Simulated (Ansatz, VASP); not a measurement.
**One calculation of TeO, two programs**

```
CELL_PARAMETERS angstrom
0.00000 2.76008 2.76008
2.76008 0.00000 2.76008
2.76008 2.76008 0.00000
ATOMIC_POSITIONS crystal
Te 0.00000 0.00000 0.00000
O 0.75000 0.75000 0.75000
```

Alike in both runs: functional PBE; k mesh 18 × 18 × 18; occupations gaussian, width 0.1 eV; no spin polarisation.

Ansatz relaxed the structure, and its values are those at the end. VASP's run is a single point on that final structure, the one shown.

```csv
,VASP,Ansatz
version,VASP 6.6.1,Ansatz 0.2.0
potentials or method,"VASP PAW PBE potentials, release 64 (Te, O), cutoff 600 eV","scalar-relativistic, plane waves, PAW"
valence electrons in the cell,12,22
```

```tsv
	VASP	Ansatz	Ansatz less VASP
gap on the k mesh at the Fermi level (eV)	none	none	-
pressure (GPa)	-0.4	0.0	+0.42
```

A gap of «none» marks a metal or a gap that the smearing closes. The functional is the same, so the differences come from potentials, cutoffs and numerics. VASP's potentials hold 12 valence electrons a cell and Ansatz's 22, so a difference there can come from the potentials and not from the codes.

Neither program's run includes spin-orbit coupling.
